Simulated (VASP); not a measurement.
The system is BeCd3O4.

```
CELL_PARAMETERS angstrom
4.78925 -0.03642 -0.04461
-0.03642 4.93951 -0.02881
-0.04461 -0.02881 4.91259
ATOMIC_POSITIONS crystal
Be 0.01512 0.97845 0.01902
Cd 0.06552 0.52195 0.50328
Cd 0.48490 0.53914 0.97217
Cd 0.48248 0.00733 0.54429
O 0.76493 0.78469 0.22451
O 0.80606 0.18879 0.77709
O 0.15510 0.80024 0.77015
O 0.22589 0.17940 0.18950
```

| Quantity | Value |
| --- | --- |
| Program | VASP 6.6.1 |
| Task | relaxation of cell and atoms |
| Functional | PBE |
| Potentials or basis | VASP PAW PBE potentials, release 64 (Be, Cd, O) |
| Cutoff | 600 eV |
| k mesh | 4 × 4 × 4 |
| Occupations | gaussian, width 0.2 eV |
| Spin | no spin polarisation |

At the start: pressure -1.8 GPa; volume 14.52 Å³/atom.

Question: How do energy, volume and symmetry change on relaxing?

Answer: Over 20 steps the energy falls by 217.6 meV/atom and the volume is 13.73 Å³/atom (-5.5 %); space group P1 (No. 1, to 0.1 Å) before, P-43m (No. 215, to 0.1 Å).

Step by step:
```csv
step,energy change (eV),largest force (eV/Å),pressure (GPa),volume (Å³)
1,0.0000,5.2448,-1.82,116.19
2,-1.1553,2.0798,-3.28,113.31
3,-1.1556,2.1669,-3.02,113.13
4,-1.4890,0.8861,1.47,108.18
5,-1.4920,0.8812,2.10,107.66
6,-1.6178,0.4148,-0.36,109.65
7,-1.6301,0.4733,-1.21,110.50
8,-1.6726,0.2729,0.14,109.27
9,-1.6786,0.3584,0.94,108.61
10,-1.7043,0.2698,0.03,109.54
11,-1.7090,0.3194,-0.52,110.15
12,-1.7283,0.1925,-0.09,109.83
13,-1.7318,0.1685,0.19,109.62
14,-1.7380,0.0728,-0.13,109.92
15,-1.7383,0.0907,-0.22,110.02
16,-1.7394,0.0453,0.23,109.58
17,-1.7394,0.0429,0.19,109.63
18,-1.7401,0.0304,-0.04,109.83
19,-1.7401,0.0355,-0.09,109.88
20,-1.7405,0.0211,0.00,109.81
```

Final structure:
```
CELL_PARAMETERS angstrom
4.78865 0.00108 -0.00245
-0.00035 4.78820 -0.00307
-0.00111 -0.00431 4.78900
ATOMIC_POSITIONS crystal
Be 0.00025 0.00003 0.99989
Cd 0.99919 0.49925 0.49866
Cd 0.50003 0.50064 0.00049
Cd 0.49974 0.99993 0.50137
O 0.79552 0.79645 0.20458
O 0.79601 0.20475 0.79577
O 0.20378 0.79462 0.79481
O 0.20548 0.20433 0.20443
```
